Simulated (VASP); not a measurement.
Here is a VASP 6.6.1 calculation.

INCAR

```
  PREC = Accurate
  ENCUT = 520
  EDIFF = 1E-6
  ISMEAR = -1
  SIGMA = 0.05
  LREAL = False
  LASPH = True
  NELM = 80
  ALGO = Normal
  ISIF = 2
  LWAVE = False
  LCHARG = True
  GGA = PS
  LELF = True
  LVHAR = True
  NBANDS = 34
```

File KPOINTS:

```
regular mesh
0
Gamma
  11 11 3
```

POSCAR

```
Tc
1.0
    2.7930817798      0.0000000000      0.0000000000
   -1.3965408898      2.4188797761      0.0000000000
    0.0000000000      0.0000000000      8.9416827036
Tc
4
Direct
    0.6666666667      0.3333333333      0.7500000000
    0.0000000000      0.0000000000      0.5000000000
    0.3333333333      0.6666666667      0.2500000000
    0.0000000000      0.0000000000      0.0000000000
```

Potentials or basis: VASP PAW PBE potentials, release 64 (Tc_pv).

The run is started by

```console
$ cat potpaw_PBE.64/Tc_pv/POTCAR > POTCAR
$ mpirun -np 1 vasp_std > vasp.out
```

(1) Estimate the band gap on the k mesh.

(2) What does it give for the pressure?

## Answers

(1) zero (bands 26 and 27 overlap by 2.63 eV).

(2) -21.5 GPa.

Caveat: the cell stands under tension; the PAW data sets were made with another functional, which shifts forces and pressure a little.
